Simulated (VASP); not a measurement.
# Ti (P6_3/mmc) in VASP: a series of runs, part 2 of 2

VASP 6.6.1. Earlier steps stand in the parts before.

### Step 3. Single point, PBEsol (16.73 Å³/atom)

This run uses another cell than the first one, of 16.73 Å³/atom.

Input file INCAR:

```
SYSTEM = Ti
  PREC = Accurate
  ENCUT = 520
  EDIFF = 1E-6
  ISMEAR = -1
  SIGMA = 0.08
  LREAL = .FALSE.
  LASPH = .TRUE.
  NELM = 60
  ALGO = Normal
  ISIF = 2
  LWAVE = .FALSE.
  LCHARG = .TRUE.
  GGA = PS
  LELF = .TRUE.
  LVHAR = .TRUE.
  NBANDS = 19
```

Input file KPOINTS:

```
Automatic mesh
0
G
  17 17 9
  0 0 0
```

Input file POSCAR:

```
Ti
1.0
    2.9015130747      0.0000000000      0.0000000000
   -1.4507565374      2.5127840321      0.0000000000
    0.0000000000      0.0000000000      4.5905159072
Ti
2
Direct
    0.3333333333      0.6666666667      0.2500000000
    0.6666666667      0.3333333333      0.7500000000
```

Potentials or basis: VASP PAW PBE potentials, release 64 (Ti_sv).

On the command line:

```sh
$ cat potpaw_PBE.64/Ti_sv/POTCAR > POTCAR
$ mpirun -np 1 vasp_std > vasp.out
```

OUTCAR:

```text
SYSTEM = Ti
   PREC = Accurate
   ENCUT = 520
   EDIFF = 1E-6
   ISMEAR = -1
   LREAL = .FALSE.
   LASPH = .TRUE.
   NELM = 60
   ISIF = 2
   GGA = PS

 ion  position               nearest neighbor table
   1  0.333  0.667  0.250-   2 2.84   2 2.84   2 2.84   2 2.84   2 2.84   2 2.84
   2  0.667  0.333  0.750-   1 2.84   1 2.84   1 2.84   1 2.84   1 2.84   1 2.84

  LATTYP: Found a hexagonal cell.
 ALAT       =     2.9015130747
 C/A-ratio  =     1.5821110534

  Lattice vectors:

 A1 = (   2.9015130747,   0.0000000000,   0.0000000000)
 A2 = (  -1.4507565374,   2.5127840321,   0.0000000000)
 A3 = (   0.0000000000,   0.0000000000,   4.5905159072)

Analysis of symmetry for initial positions (statically):
=====================================================================
 Subroutine PRICEL returns:
 Original cell was already a primitive cell.

 Routine SETGRP: Setting up the symmetry group for a
 hexagonal supercell.

 Subroutine GETGRP returns: Found 24 space group operations
 (whereof 12 operations were pure point group operations)
 out of a pool of 24 trial point group operations.

The static configuration has the point symmetry D_3d.
 The point group associated with its full space group is D_6h.

Analysis of symmetry for dynamics (positions and initial velocities):
=====================================================================
 Subroutine PRICEL returns:
 Original cell was already a primitive cell.

 Routine SETGRP: Setting up the symmetry group for a
 hexagonal supercell.

 Subroutine GETGRP returns: Found 24 space group operations
 (whereof 12 operations were pure point group operations)
 out of a pool of 24 trial point group operations.

The dynamic configuration has the point symmetry D_3d.
 The point group associated with its full space group is D_6h.

 Subroutine INISYM returns: Found 24 space group operations
 (whereof 12 operations are pure point group operations),
 and found     1 'primitive' translations

----------------------------------------------------------------------------------------

                                     Primitive cell

  volume of cell :      33.4689

  direct lattice vectors                    reciprocal lattice vectors
     2.901513075  0.000000000  0.000000000     0.344647766  0.198982481  0.000000000
    -1.450756537  2.512784032  0.000000000     0.000000000  0.397964961  0.000000000
     0.000000000  0.000000000  4.590515907     0.000000000  0.000000000  0.217840439

  length of vectors
     2.901513075  2.901513075  4.590515907     0.397964961  0.397964961  0.217840439

  position of ions in fractional coordinates (direct lattice)
     0.333333333  0.666666667  0.250000000
     0.666666667  0.333333333  0.750000000

  ion indices of the primitive-cell ions
   primitive index   ion index
                 1           1
                 2           2

----------------------------------------------------------------------------------------

 KPOINTS: Automatic mesh

Automatic generation of k-mesh.
 Grid dimensions read from file:
 generate k-points for:   17   17    9

 Generating k-lattice:

  Cartesian coordinates                     Fractional coordinates (reciprocal lattice)
     0.020273398  0.011704852  0.000000000     0.058823529  0.000000000  0.000000000
     0.000000000  0.023409704  0.000000000     0.000000000  0.058823529  0.000000000
     0.000000000  0.000000000  0.024204493     0.000000000  0.000000000  0.111111111

  Length of vectors
     0.023409704  0.023409704  0.024204493

  Shift w.r.t. Gamma in fractional coordinates (k-lattice)
     0.000000000  0.000000000  0.000000000

 Subroutine IBZKPT returns following result:
 ===========================================

 Found    165 irreducible k-points:

 Following reciprocal coordinates:
            Coordinates               Weight
  0.000000  0.000000  0.000000      1.000000
  0.058824  0.000000  0.000000      6.000000
  0.117647  0.000000  0.000000      6.000000
  0.176471 -0.000000  0.000000      6.000000
  0.235294  0.000000  0.000000      6.000000
  0.294118  0.000000  0.000000      6.000000
[... 16 lines left out ...]
  0.411765  0.117647  0.000000     12.000000
  0.176471  0.176471  0.000000      6.000000
 [... further k-points ...]
   k-points           NKPTS =    165   k-points in BZ     NKDIM =    165   number of bands    NBANDS=     19
   number of dos      NEDOS =    301   number of ions     NIONS =      2
   total plane-waves  NPLWV =  20736
   dimension x,y,z NGX =    24 NGY =   24 NGZ =   36
   dimension x,y,z NGXF=    48 NGYF=   48 NGZF=   72
   ions per type =               2
   NGX,Y,Z   is equivalent  to a cutoff of  13.75, 13.75, 13.04 a.u.
   NGXF,Y,Z  is equivalent  to a cutoff of  27.50, 27.50, 26.07 a.u.
 SYSTEM =  Ti
   PREC   = accura    normal or accurate (medium, high low for compatibility)
   ISTART =      0    job   : 0-new  1-cont  2-samecut
   ICHARG =      2    charge: 1-file 2-atom 10-const
   ISPIN  =      1    spin polarized calculation?
   LNONCOLLINEAR =      F non collinear calculations
   LSORBIT =      F    spin-orbit coupling
   LASPH  =      T    aspherical Exc in radial PAW
   ENCUT  =  520.0 eV  38.22 Ry    6.18 a.u.   5.39  5.39  8.54*2*pi/ulx,y,z
   NELM   =     60;   NELMIN=  2; NELMDL= -5     # of ELM steps
   EDIFF  = 0.1E-05   stopping-criterion for ELM
   LREAL  =      F    real-space projection
   EDIFFG = 0.1E-04   stopping-criterion for IOM
   NSW    =      0    number of steps for IOM
   IBRION =     -1    ionic relax: 0-MD 1-quasi-New 2-CG
   NFREE  =      0    steps in history (QN), initial steepest desc. (CG)
   ISIF   =      2    stress and relaxation
   ISYM   =      2    0-nonsym 1-usesym 2-fastsym
   POTIM  = 0.5000    time-step for ionic-motion
   TEBEG  =    0.0;   TEEND  =   0.0 temperature during run
   PSTRESS=    0.0 pullay stress
   NELECT =      24.0000    total number of electrons
   NUPDOWN=      -1.0000    fix difference up-down
   EMIN   =  10.00;   EMAX   =-10.00  energy-range for DOS
   EFERMI =   0.00;   METHOD = LEGACY
   ISMEAR =    -1;   SIGMA  =   0.08  broadening in eV -4-tet -1-fermi 0-gaus
   EFERMI_NEDOS =   21; number of points for ismear=-14 and -15
   IALGO  =     38    algorithm
   IMIX   =      4    mixing-type and parameters
     AMIX     =   0.40;   BMIX     =  1.00
     AMIX_MAG =   1.60;   BMIX_MAG =  1.00
  volume/ion in A,a.u.               =      16.73       112.93
  Fermi-wavevector in a.u.,A,eV,Ry     =   1.465317  2.769047 29.213793  2.147153
  Thomas-Fermi vector in A             =   2.581188
   LORBIT       =      0    0 simple, 1 ext, 2 COOP (PROOUT), +10 PAW based schemes
   GGA     = PS    functional components
   LHFCALC =     F    Hartree Fock is set to
   AEXX    =    0.0000 exact exchange contribution
   IVDW    =     0    specifies the selected vdW correction
   LEPSILON=     F    determine dielectric tensor
   LRPA    =     F    only Hartree local field effects (RPA)
 non-spin polarized calculation
  energy-cutoff  :      520.00
  volume of cell :       33.47
 maximum number of plane-waves:       929
 NGX is ok and might be reduce to    24
   NGX = 11   NGY = 11   NGZ = 17

 number of electron      23.9999999 magnetization

 Free energy of the ion-electron system (eV)
  ---------------------------------------------------
  ext. energy  EPLUGINS =         0.00000000
  ---------------------------------------------------
  free energy    TOTEN  =       -16.70082761 eV

  energy without entropy =      -16.65492708  energy(sigma->0) =      -16.67787735

 E-fermi :   8.5940     XC(G=0): -11.8139

 val. band max:        8.5897676575   @ k =   0.2941   0.2353   0.4444
 cond. band min:       8.5986449390   @ k =   0.1765  -0.0000   0.2222
 fundamental gap:      0.0088772815
 Fermi energy:         8.5939512075

 k-point     1 :       0.0000    0.0000    0.0000
  band No.  band energies     occupation
      1     -47.9574      2.00000
      2     -47.7945      2.00000
      3     -24.6927      2.00000
      4     -23.9669      2.00000
      5     -23.9669      2.00000
      6     -23.8805      2.00000
[... 11 lines left out ...]
     18      10.2878      0.00000
     19      11.9140      0.00000

 k-point     2 :       0.0588    0.0000    0.0000
  band No.  band energies     occupation
      1     -47.9533      2.00000
      2     -47.7929      2.00000
      3     -24.6840      2.00000
      4     -23.9848      2.00000
      5     -23.9730      2.00000
      6     -23.8842      2.00000
[... 476 lines left out ...]
 k-point    24 :       0.1765    0.1765    0.0000
  band No.  band energies     occupation
      1     -47.8702      2.00000
      2     -47.7676      2.00000
      3     -24.4901      2.00000
      4     -24.2594      2.00000
      5     -24.2567      2.00000
      6     -24.0609      2.00000
[... 11 lines left out ...]
     18      11.7046      0.00000
     19      12.1761      0.00000

 [... further k-points ...]
[... 5 lines left out ...]
  --------------------------------------------------------------------------------------
  -------------------------------------------------------------------------------------
  Total       -0.0502636     -0.0502636     -0.0478431      0.0000000      0.0000000      0.0000000
  in kB       -2.4061524     -2.4061524     -2.2902807      0.0000000      0.0000000      0.0000000
  external PRESSURE =      -2.3675285 kB  Pullay stress =       0.0000000 kB

 VOLUME and BASIS-vectors are now :
 -----------------------------------------------------------------------------
  energy-cutoff  :      520.00
  volume of cell :       33.47
      direct lattice vectors                 reciprocal lattice vectors
     2.901513075  0.000000000  0.000000000     0.344647766  0.198982481  0.000000000
    -1.450756537  2.512784032  0.000000000     0.000000000  0.397964961  0.000000000
     0.000000000  0.000000000  4.590515907     0.000000000  0.000000000  0.217840439

 POSITION                                       TOTAL-FORCE (eV/Angst)
 -----------------------------------------------------------------------------------
     -0.00000      1.67519      1.14763        -0.000000      0.000000      0.000000
      1.45076      0.83759      3.44289         0.000000     -0.000000      0.000000
 -----------------------------------------------------------------------------------
    total drift:                                0.000000     -0.000000      0.000000

  FREE ENERGIE OF THE ION-ELECTRON SYSTEM (eV)
  ---------------------------------------------------
  free  energy   TOTEN  =       -16.7008276118 eV

  energy  without entropy=      -16.6549270844  energy(sigma->0) =      -16.67787735
```

It took 76 s on 1 thread of Intel Xeon 8259CL, shared host; peak memory 0.22 GiB.

Results:

```yaml
Free_energy: -16.7008 eV
Pressure: -0.2 GPa
Band_gap_on_the_k_mesh: zero (bands 12 and 13 overlap by 1.08 eV)
```

Caveat: the PAW data sets were made with another functional, which shifts forces and pressure a little.
